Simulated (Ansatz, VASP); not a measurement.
## Two plane-wave programs on ZrAlPd3

```
CELL_PARAMETERS angstrom
4.12459 0.00000 0.00000
0.00000 4.12459 0.00000
0.00000 0.00000 4.12459
ATOMIC_POSITIONS crystal
Zr 0.00000 0.00000 0.00000
Al 0.50000 0.50000 0.50000
Pd 0.00000 0.50000 0.50000
Pd 0.50000 0.00000 0.50000
Pd 0.50000 0.50000 0.00000
```

Alike in both runs: task relaxation of cell and atoms; functional r2SCAN; k mesh 4 × 4 × 4; occupations gaussian, width 0.1 eV; no spin polarisation.

|  | VASP | Ansatz |
| --- | --- | --- |
| version | VASP 6.6.1 | Ansatz 0.2.0 |
| potentials or method | VASP PAW PBE potentials, release 64 (Zr_sv, Al, Pd), cutoff 600 eV | scalar-relativistic, plane waves, PAW |
| valence electrons in the cell | 45 | 69 |

|  | VASP | Ansatz | Ansatz less VASP |
| --- | --- | --- | --- |
| gap on the k mesh at the Fermi level, each at its own relaxed structure (eV) | none | none | - |
| relaxed volume (Å³/atom) | 18.27 | 18.24 | -0.032 |
| relaxed length of the cell vector where the two differ most in proportion (Å) | 4.504 | 4.501 | -0.0026 |

VASP's potentials were made for PBE, not for r2SCAN. A gap of «none» marks a metal or a gap that the smearing closes. VASP's potentials hold 45 valence electrons a cell and Ansatz's 69, so a difference there can come from the potentials and not from the codes.

The k mesh is coarse, so the values compare programs but aren't converged. Noted on VASP's run: the volume moved by over 15 % at a fixed basis, so the end points are rough.
